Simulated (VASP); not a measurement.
# ZnS (P6_3mc) in VASP: notebook, part 2 of 2

VASP 6.6.1. Earlier steps stand in the parts before.

### 3 Single point, PBE

This run uses another cell than the first one, of the same volume but with other edges.

The input, INCAR:

```
SYSTEM = ZnS
PREC = Accurate
ENCUT = 520
EDIFF = 1E-7
ISMEAR = 0
SIGMA = 0.05
LREAL = .False.
LASPH = .True.
NELM = 60
ALGO = Normal
ISIF = 2
LWAVE = .False.
LCHARG = .True.
GGA = PE
LELF = .True.
LVHAR = .True.
NBANDS = 26
```

The input, KPOINTS:

```
regular mesh
0
Gamma
  9 9 4
  0 0 0
```

The input, POSCAR:

```
ZnS
1.0
    4.1424790287      0.0000000000      0.0000000000
   -2.0712395143      3.5874920735      0.0000000000
    0.0000000000      0.0000000000      5.4324469982
Zn S
2 2
Direct
    0.3333333333      0.6666666667      0.0052003725
    0.6666666667      0.3333333333      0.5052003725
    0.3333333333      0.6666666667      0.3533549446
    0.6666666667      0.3333333333      0.8533549446
```

Potentials or basis: VASP PAW PBE potentials, release 64 (Zn, S).

Command:

```sh
> cat potpaw_PBE.64/Zn/POTCAR potpaw_PBE.64/S/POTCAR > POTCAR
> mpirun -np 1 vasp_std > vasp.out
```

OUTCAR:

```text
SYSTEM = ZnS
   PREC = Accurate
   ENCUT = 520
   EDIFF = 1E-7
   ISMEAR = 0
   LREAL = .False.
   LASPH = .True.
   NELM = 60
   ISIF = 2
   GGA = PE

 ion  position               nearest neighbor table
   1  0.333  0.667  0.005-   3 1.89   4 2.53   4 2.53   4 2.53
   2  0.667  0.333  0.505-   4 1.89   3 2.53   3 2.53   3 2.53
   3  0.333  0.667  0.353-   1 1.89   2 2.53   2 2.53   2 2.53
   4  0.667  0.333  0.853-   2 1.89   1 2.53   1 2.53   1 2.53

  LATTYP: Found a hexagonal cell.
 ALAT       =     4.1424790287
 C/A-ratio  =     1.3114000000
[... 896 lines left out ...]
  Direction    XX          YY          ZZ          XY          YZ          ZX
  --------------------------------------------------------------------------------------
  -------------------------------------------------------------------------------------
  Total       -3.0889325     -3.0889325     30.1541479     -0.0000000      0.0000000     -0.0000000
  in kB      -61.3016594    -61.3016594    598.4265817     -0.0000000      0.0000000     -0.0000000
  external PRESSURE =     158.6077543 kB  Pullay stress =       0.0000000 kB

 VOLUME and BASIS-vectors are now :
 -----------------------------------------------------------------------------
  energy-cutoff  :      520.00
  volume of cell :       80.73
      direct lattice vectors                 reciprocal lattice vectors
     4.142479029  0.000000000  0.000000000     0.241401343  0.139373130  0.000000000
    -2.071239514  3.587492073  0.000000000     0.000000000  0.278746260  0.000000000
     0.000000000  0.000000000  5.432446998     0.000000000  0.000000000  0.184079108

 POSITION                                       TOTAL-FORCE (eV/Angst)
 -----------------------------------------------------------------------------------
     -0.00000      2.39166      0.02825        -0.000000     -0.000000     -7.066388
      2.07124      1.19583      2.74447         0.000000     -0.000000     -7.066388
     -0.00000      2.39166      1.91958         0.000000      0.000000      7.066388
      2.07124      1.19583      4.63581        -0.000000     -0.000000      7.066388
 -----------------------------------------------------------------------------------
    total drift:                               -0.000001     -0.000001      0.001481

  FREE ENERGIE OF THE ION-ELECTRON SYSTEM (eV)
  ---------------------------------------------------
  free  energy   TOTEN  =       -10.9267243648 eV

  energy  without entropy=      -10.9267243648  energy(sigma->0) =      -10.92672436
```

OSZICAR:

```text
N       E                     dE             d eps       ncg     rms          rms(c)
DAV:   1     0.250660081455E+03    0.25066E+03   -0.17062E+04  1872   0.165E+03
DAV:   2     0.136966355261E+02   -0.23696E+03   -0.22667E+03  1936   0.350E+02
DAV:   3    -0.115932658969E+02   -0.25290E+02   -0.25055E+02  2206   0.115E+02
DAV:   4    -0.122433125685E+02   -0.65005E+00   -0.64876E+00  2190   0.186E+01
DAV:   5    -0.122539036735E+02   -0.10591E-01   -0.10589E-01  2288   0.230E+00    0.142E+01
DAV:   6    -0.109598292857E+02    0.12941E+01   -0.21548E+00  2596   0.442E+01    0.100E+01
DAV:   7    -0.109485907207E+02    0.11239E-01   -0.22371E+00  1966   0.860E+00    0.403E+00
DAV:   8    -0.109268539798E+02    0.21737E-01   -0.95731E-02  2180   0.251E+00    0.173E+00
DAV:   9    -0.109265091572E+02    0.34482E-03   -0.24549E-02  2318   0.140E+00    0.373E-01
DAV:  10    -0.109265091011E+02    0.56130E-07   -0.15919E-03  2238   0.455E-01    0.122E-01
DAV:  11    -0.109267009072E+02   -0.19181E-03   -0.28454E-04  2104   0.228E-01    0.650E-02
DAV:  12    -0.109267209839E+02   -0.20077E-04   -0.11729E-04  2434   0.149E-01    0.242E-02
DAV:  13    -0.109267233201E+02   -0.23362E-05   -0.18602E-05  2254   0.274E-02    0.280E-02
DAV:  14    -0.109267243707E+02   -0.10506E-05   -0.70580E-06  2108   0.235E-02    0.479E-03
DAV:  15    -0.109267245647E+02   -0.19399E-06   -0.13912E-06  2280   0.971E-03    0.645E-03
DAV:  16    -0.109267244239E+02    0.14076E-06   -0.14826E-07  1644   0.246E-03    0.413E-03
DAV:  17    -0.109267243648E+02    0.59085E-07   -0.87449E-08  1242   0.158E-03
   1 F= -.10926724E+02 E0= -.10926724E+02  d E =-.980925E-11
```

stdout:

```text
POSCAR found type information on POSCAR ZnS
 POSCAR found :  2 types and       4 ions
 scaLAPACK will be used
 LDA part: xc-table for (Slater+PW92), standard interpolation
 POSCAR, INCAR and KPOINTS ok, starting setup
 FFT: planning ... GRIDC
 FFT: planning ... GRID_SOFT
 FFT: planning ... GRID
 WAVECAR not read
 entering main loop
```

Wall time 1.7 min (1 thread of Intel Xeon 8259CL, shared host); peak memory 0.23 GiB.

Results:

- Free energy: -10.9267 eV
- Pressure: 15.9 GPa
- Largest force: 7.066 eV/Å
- Band gap on the k mesh: 2.00 eV

Forces on the atoms (eV/Å):
```
Zn   0.000  0.000 -7.066
Zn   0.000  0.000 -7.066
S    0.000  0.000  7.066
S    0.000  0.000  7.066
```

Caveat: the cell stands under pressure; an odd mesh through Γ misses points on the zone boundary, where band edges can lie; forces of over 1 eV/Å act on the atoms, so gaps and moduli don't describe the material at rest.
